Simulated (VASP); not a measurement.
# Cs (Im-3m) in VASP: a series of runs, part 2 of 2

VASP 6.6.1. The steps go on from the part before.

### 5 Single point, PBE (volume scaled by 0.97)

Input file INCAR:

```
PREC = Accurate
ENCUT = 520
EDIFF = 1E-6
ISMEAR = 0
SIGMA = 0.1
LREAL = F
LASPH = T
NELM = 60
ALGO = Normal
ISIF = 2
LWAVE = F
LCHARG = F
GGA = PE
NBANDS = 10
```

Input file KPOINTS:

```
regular mesh
0
Gamma
  10 10 10
```

Input file POSCAR:

```
Cs
1.0
   -3.0483246653      3.0483246653      3.0483246653
    3.0483246653     -3.0483246653      3.0483246653
    3.0483246653      3.0483246653     -3.0483246653
Cs
1
Direct
    0.0000000000      0.0000000000      0.0000000000
```

Potentials or basis: VASP PAW PBE potentials, release 64 (Cs_sv).

Run with:

```
$ cat potpaw_PBE.64/Cs_sv/POTCAR > POTCAR
$ mpirun -np 1 vasp_std > vasp.out
```

OUTCAR:

```text
PREC = Accurate
   ENCUT = 520
   EDIFF = 1E-6
   ISMEAR = 0
   LREAL = F
   LASPH = T
   NELM = 60
   ISIF = 2
   GGA = PE

 ion  position               nearest neighbor table
   1  0.000  0.000  0.000-

  LATTYP: Found a body centered cubic cell.
 ALAT       =     6.0966493306

  Lattice vectors:

 A1 = (  -3.0483246653,   3.0483246653,   3.0483246653)
 A2 = (   3.0483246653,  -3.0483246653,   3.0483246653)
 A3 = (   3.0483246653,   3.0483246653,  -3.0483246653)

Analysis of symmetry for initial positions (statically):
=====================================================================
 Subroutine PRICEL returns:
 Original cell was already a primitive cell.

 Routine SETGRP: Setting up the symmetry group for a
 body centered cubic supercell.

 Subroutine GETGRP returns: Found 48 space group operations
 (whereof 48 operations were pure point group operations)
 out of a pool of 48 trial point group operations.

The static configuration has the point symmetry O_h .

Analysis of symmetry for dynamics (positions and initial velocities):
=====================================================================
 Subroutine PRICEL returns:
 Original cell was already a primitive cell.

 Routine SETGRP: Setting up the symmetry group for a
 body centered cubic supercell.

 Subroutine GETGRP returns: Found 48 space group operations
 (whereof 48 operations were pure point group operations)
 out of a pool of 48 trial point group operations.

The dynamic configuration has the point symmetry O_h .

 Subroutine INISYM returns: Found 48 space group operations
 (whereof 48 operations are pure point group operations),
 and found     1 'primitive' translations

----------------------------------------------------------------------------------------

                                     Primitive cell

[... 104 lines left out ...]
   EFERMI_NEDOS =   21; number of points for ismear=-14 and -15
   IALGO  =     38    algorithm
   IMIX   =      4    mixing-type and parameters
     AMIX     =   0.40;   BMIX     =  1.00
     AMIX_MAG =   1.60;   BMIX_MAG =  1.00
  volume/ion in A,a.u.               =     113.30       764.61
  Fermi-wavevector in a.u.,A,eV,Ry     =   0.703733  1.329862  6.738147  0.495240
  Thomas-Fermi vector in A             =   1.788784
   LORBIT       =      0    0 simple, 1 ext, 2 COOP (PROOUT), +10 PAW based schemes
   GGA     = PE    functional components
   LHFCALC =     F    Hartree Fock is set to
   AEXX    =    0.0000 exact exchange contribution
   IVDW    =     0    specifies the selected vdW correction
   LEPSILON=     F    determine dielectric tensor
   LRPA    =     F    only Hartree local field effects (RPA)
 non-spin polarized calculation
 Gauss-broadening in eV      SIGMA  =   0.10
  energy-cutoff  :      520.00
  volume of cell :      113.30
 maximum number of plane-waves:      3068
   NGX = 19   NGY = 19   NGZ = 19

 number of electron       9.0000000 magnetization

 Free energy of the ion-electron system (eV)
  ---------------------------------------------------
  ext. energy  EPLUGINS =         0.00000000
  ---------------------------------------------------
  free energy    TOTEN  =        -0.85059396 eV

  energy without entropy =       -0.84125277  energy(sigma->0) =       -0.84592337

 E-fermi :   0.4975     XC(G=0):  -5.4446

 val. band max:        0.4641539355   @ k =  -0.3000   0.3000   0.3000
 cond. band min:       0.5162712984   @ k =   0.3000   0.2000   0.0000
 fundamental gap:      0.0521173629
 Fermi energy:         0.4974597495

 k-point     1 :       0.0000    0.0000    0.0000
  band No.  band energies     occupation
      1     -23.3584      2.00000
      2     -10.0991      2.00000
      3     -10.0991      2.00000
      4     -10.0991      2.00000
      5      -1.2021      2.00000
      6       2.9928      0.00000
      7       2.9928      0.00000
      8       2.9928      0.00000
      9       3.8615      0.00000
     10       3.8615      0.00000
[... 287 lines left out ...]
 k-point    24 :      -0.3000    0.3000    0.1000
  band No.  band energies     occupation
      1     -23.3531      2.00000
      2     -10.1929      2.00000
      3     -10.1356      2.00000
      4     -10.1102      2.00000
      5      -0.1959      2.00000
      6       1.9930      0.00000
      7       2.4423      0.00000
      8       3.2509      0.00000
      9       3.9357      0.00000
     10       4.2205      0.00000

 [... further k-points ...]
[... 5 lines left out ...]
  --------------------------------------------------------------------------------------
  -------------------------------------------------------------------------------------
  Total        0.0432455      0.0432455      0.0432455      0.0000000      0.0000000     -0.0000000
  in kB        0.6115166      0.6115166      0.6115166      0.0000000      0.0000000     -0.0000000
  external PRESSURE =       0.6115166 kB  Pullay stress =       0.0000000 kB

 VOLUME and BASIS-vectors are now :
 -----------------------------------------------------------------------------
  energy-cutoff  :      520.00
  volume of cell :      113.30
      direct lattice vectors                 reciprocal lattice vectors
    -3.048324665  3.048324665  3.048324665     0.000000000  0.164024523  0.164024523
     3.048324665 -3.048324665  3.048324665     0.164024523  0.000000000  0.164024523
     3.048324665  3.048324665 -3.048324665     0.164024523  0.164024523  0.000000000

 POSITION                                       TOTAL-FORCE (eV/Angst)
 -----------------------------------------------------------------------------------
      0.00000      0.00000      0.00000         0.000000      0.000000     -0.000000
 -----------------------------------------------------------------------------------
    total drift:                               -0.000000      0.000000     -0.000000

  FREE ENERGIE OF THE ION-ELECTRON SYSTEM (eV)
  ---------------------------------------------------
  free  energy   TOTEN  =        -0.8505939634 eV

  energy  without entropy=       -0.8412527728  energy(sigma->0) =       -0.84592337
```

OSZICAR:

```text
N       E                     dE             d eps       ncg     rms          rms(c)
DAV:   1     0.533554503999E+02    0.53355E+02   -0.29730E+03   940   0.630E+02
DAV:   2     0.474211547001E+01   -0.48613E+02   -0.47615E+02  1214   0.109E+02
DAV:   3    -0.769060396696E+00   -0.55112E+01   -0.55016E+01  1078   0.417E+01
DAV:   4    -0.848818321808E+00   -0.79758E-01   -0.79739E-01  1160   0.608E+00
DAV:   5    -0.849228738921E+00   -0.41042E-03   -0.41039E-03  1294   0.410E-01    0.130E-01
DAV:   6    -0.849621107470E+00   -0.39237E-03   -0.14359E-03  1162   0.183E-01    0.888E-02
DAV:   7    -0.850486652099E+00   -0.86554E-03   -0.33727E-03  1034   0.290E-01    0.372E-02
DAV:   8    -0.850593154751E+00   -0.10650E-03   -0.13085E-04  1062   0.715E-02    0.398E-03
DAV:   9    -0.850594757993E+00   -0.16032E-05   -0.34956E-06  1434   0.101E-02    0.280E-03
DAV:  10    -0.850593963382E+00    0.79461E-06   -0.74882E-07  1022   0.451E-03
   1 F= -.85059396E+00 E0= -.84592337E+00  d E =-.934119E-02
```

Run time: 30 s. Hardware: 1 thread of Intel Xeon Platinum 8488C (Sapphire Rapids), shared host; peak memory 0.26 GiB.

Results:

* Free energy: -0.8506 eV
* Pressure: 0.1 GPa

Levels at points of the mesh, in eV from the Fermi level:
```
           k point  band 2  band 3  band 4  band 5  band 6  band 7
(0.00, 0.00, 0.00)  -10.60  -10.60  -10.60   -1.70    2.50    2.50
(0.50, 0.00, 0.00)  -10.74  -10.64  -10.60    0.02    0.88    1.64
(0.50, 0.50, 0.50)  -10.70  -10.70  -10.70    0.63    0.63    3.04
```

Caveat: the cell differs from its parent crystal (volume scaled by 0.97); spin-orbit coupling is left out, which moves the levels of the heavy elements.

### 6 Single point, PBE

This run uses another cell than the first one, of 116.81 Å³/atom, 1.136 times its volume.

Input file INCAR:

```
PREC = Accurate
ENCUT = 520
EDIFF = 1E-6
ISMEAR = 0
SIGMA = 0.1
LREAL = False
LASPH = True
NELM = 60
ALGO = Normal
ISIF = 2
LWAVE = False
LCHARG = False
GGA = PE
NBANDS = 10
```

KPOINTS is that of step 5.

Input file POSCAR:

```
Cs
1.0
   -3.0794321676      3.0794321676      3.0794321676
    3.0794321676     -3.0794321676      3.0794321676
    3.0794321676      3.0794321676     -3.0794321676
Cs
1
Direct
    0.0000000000      0.0000000000      0.0000000000
```

Potentials or basis: VASP PAW PBE potentials, release 64 (Cs_sv).

Run with:

```
$ cat potpaw_PBE.64/Cs_sv/POTCAR > POTCAR
$ mpirun -np 1 vasp_std > vasp.out
```

OUTCAR:

```text
PREC = Accurate
   ENCUT = 520
   EDIFF = 1E-6
   ISMEAR = 0
   LREAL = False
   LASPH = True
   NELM = 60
   ISIF = 2
   GGA = PE

 ion  position               nearest neighbor table
   1  0.000  0.000  0.000-

  LATTYP: Found a body centered cubic cell.
 ALAT       =     6.1588643352

  Lattice vectors:

 A1 = (  -3.0794321676,   3.0794321676,   3.0794321676)
 A2 = (   3.0794321676,  -3.0794321676,   3.0794321676)
 A3 = (   3.0794321676,   3.0794321676,  -3.0794321676)

Analysis of symmetry for initial positions (statically):
=====================================================================
 Subroutine PRICEL returns:
 Original cell was already a primitive cell.

 Routine SETGRP: Setting up the symmetry group for a
 body centered cubic supercell.

 Subroutine GETGRP returns: Found 48 space group operations
 (whereof 48 operations were pure point group operations)
 out of a pool of 48 trial point group operations.

The static configuration has the point symmetry O_h .

Analysis of symmetry for dynamics (positions and initial velocities):
=====================================================================
 Subroutine PRICEL returns:
 Original cell was already a primitive cell.

 Routine SETGRP: Setting up the symmetry group for a
 body centered cubic supercell.

 Subroutine GETGRP returns: Found 48 space group operations
 (whereof 48 operations were pure point group operations)
 out of a pool of 48 trial point group operations.

The dynamic configuration has the point symmetry O_h .

 Subroutine INISYM returns: Found 48 space group operations
 (whereof 48 operations are pure point group operations),
 and found     1 'primitive' translations

----------------------------------------------------------------------------------------

                                     Primitive cell

  volume of cell :     116.8078

  direct lattice vectors                    reciprocal lattice vectors
[... 105 lines left out ...]
     AMIX_MAG =   1.60;   BMIX_MAG =  1.00
  volume/ion in A,a.u.               =     116.81       788.26
  Fermi-wavevector in a.u.,A,eV,Ry     =   0.696624  1.316428  6.602701  0.485285
  Thomas-Fermi vector in A             =   1.779726
   LORBIT       =      0    0 simple, 1 ext, 2 COOP (PROOUT), +10 PAW based schemes
   GGA     = PE    functional components
   LHFCALC =     F    Hartree Fock is set to
   AEXX    =    0.0000 exact exchange contribution
   IVDW    =     0    specifies the selected vdW correction
   LEPSILON=     F    determine dielectric tensor
   LRPA    =     F    only Hartree local field effects (RPA)
 non-spin polarized calculation
 Gauss-broadening in eV      SIGMA  =   0.10
  energy-cutoff  :      520.00
  volume of cell :      116.81
 maximum number of plane-waves:      3252
   NGX = 19   NGY = 19   NGZ = 19

 number of electron       9.0000002 magnetization

 Free energy of the ion-electron system (eV)
  ---------------------------------------------------
  ext. energy  EPLUGINS =         0.00000000
  ---------------------------------------------------
  free energy    TOTEN  =        -0.85137899 eV

  energy without entropy =       -0.84214349  energy(sigma->0) =       -0.84676124

 E-fermi :   0.4209     XC(G=0):  -5.3682

 val. band max:        0.3840856347   @ k =  -0.3000   0.3000   0.3000
 cond. band min:       0.4365505251   @ k =   0.3000   0.2000   0.0000
 fundamental gap:      0.0524648903
 Fermi energy:         0.4209361001

 k-point     1 :       0.0000    0.0000    0.0000
  band No.  band energies     occupation
      1     -23.4516      2.00000
      2     -10.1970      2.00000
      3     -10.1970      2.00000
      4     -10.1970      2.00000
      5      -1.2472      2.00000
      6       2.8982      0.00000
      7       2.8982      0.00000
      8       2.8982      0.00000
      9       3.7450      0.00000
     10       3.7450      0.00000
[... 287 lines left out ...]
 k-point    24 :      -0.3000    0.3000    0.1000
  band No.  band energies     occupation
      1     -23.4471      2.00000
      2     -10.2813      2.00000
      3     -10.2300      2.00000
      4     -10.2069      2.00000
      5      -0.2660      2.00000
      6       1.9120      0.00000
      7       2.3596      0.00000
      8       3.1464      0.00000
      9       3.8104      0.00000
     10       4.0889      0.00000

 [... further k-points ...]
[... 5 lines left out ...]
  --------------------------------------------------------------------------------------
  -------------------------------------------------------------------------------------
  Total       -0.0013375     -0.0013375     -0.0013375      0.0000000      0.0000000      0.0000000
  in kB       -0.0183457     -0.0183457     -0.0183457      0.0000000      0.0000000      0.0000000
  external PRESSURE =      -0.0183457 kB  Pullay stress =       0.0000000 kB

 VOLUME and BASIS-vectors are now :
 -----------------------------------------------------------------------------
  energy-cutoff  :      520.00
  volume of cell :      116.81
      direct lattice vectors                 reciprocal lattice vectors
    -3.079432168  3.079432168  3.079432168     0.000000000  0.162367597  0.162367597
     3.079432168 -3.079432168  3.079432168     0.162367597  0.000000000  0.162367597
     3.079432168  3.079432168 -3.079432168     0.162367597  0.162367597  0.000000000

 POSITION                                       TOTAL-FORCE (eV/Angst)
 -----------------------------------------------------------------------------------
      0.00000      0.00000      0.00000        -0.000000      0.000000     -0.000000
 -----------------------------------------------------------------------------------
    total drift:                               -0.000000     -0.000000     -0.000000

  FREE ENERGIE OF THE ION-ELECTRON SYSTEM (eV)
  ---------------------------------------------------
  free  energy   TOTEN  =        -0.8513789907 eV

  energy  without entropy=       -0.8421434914  energy(sigma->0) =       -0.84676124
```

OSZICAR:

```text
N       E                     dE             d eps       ncg     rms          rms(c)
DAV:   1     0.537804725417E+02    0.53780E+02   -0.29265E+03   940   0.632E+02
DAV:   2     0.482679705385E+01   -0.48954E+02   -0.47886E+02  1224   0.107E+02
DAV:   3    -0.768068879609E+00   -0.55949E+01   -0.55871E+01  1084   0.418E+01
DAV:   4    -0.849327896021E+00   -0.81259E-01   -0.81233E-01  1234   0.614E+00
DAV:   5    -0.849724250265E+00   -0.39635E-03   -0.39634E-03  1272   0.393E-01    0.130E-01
DAV:   6    -0.850289265040E+00   -0.56501E-03   -0.13852E-03  1198   0.180E-01    0.895E-02
DAV:   7    -0.851278628195E+00   -0.98936E-03   -0.34299E-03  1016   0.292E-01    0.362E-02
DAV:   8    -0.851378064268E+00   -0.99436E-04   -0.12782E-04  1072   0.699E-02    0.419E-03
DAV:   9    -0.851379723209E+00   -0.16589E-05   -0.42279E-06  1426   0.109E-02    0.288E-03
DAV:  10    -0.851378990684E+00    0.73253E-06   -0.84334E-07  1038   0.465E-03
   1 F= -.85137899E+00 E0= -.84676124E+00  d E =-.923550E-02
```

It took 32 s on 1 thread of Intel Xeon Platinum 8488C (Sapphire Rapids), shared host; peak memory 0.25 GiB.

What came out:

```
Free energy : -0.8514 eV
Pressure    : 0.0 GPa
```

Levels at points of the mesh, in eV from the Fermi level:
```
           k point  band 1  band 2  band 3  band 4  band 5  band 6  band 7  band 8
(0.00, 0.00, 0.00)  -23.87  -10.62  -10.62  -10.62   -1.67    2.48    2.48    2.48
(0.50, 0.00, 0.00)  -23.87  -10.75  -10.66  -10.62    0.04    0.85    1.64    3.16
(0.50, 0.50, 0.50)  -23.86  -10.71  -10.71  -10.71    0.66    0.66    2.97    2.97
```

Caveat: spin-orbit coupling is left out, which moves the levels of the heavy elements.

### 7 Overview

```csv
cell,gap on the mesh (eV),pressure (GPa)
"a = 5.111 Å, angles 109.5°, 1 atom",none,0.3
"a = 5.169 Å, angles 109.5°, 1 atom",none,0.2
"a = 5.225 Å, angles 109.5°, 1 atom",none,0.1
"a = 5.280 Å, angles 109.5°, 1 atom",none,0.1
"a = 5.334 Å, angles 109.5°, 1 atom",none,0.0
```

Alike in all rows: task single point; level PBE; potentials or basis VASP PAW PBE potentials, release 64 (Cs_sv); no spin polarisation; k mesh 10 × 10 × 10; cutoff (eV) 520; smearing gaussian 0.1 eV.

Caveats: spin-orbit coupling is left out, which moves the levels of the heavy elements.

Absolute energies hang on the potentials; compare differences alone.
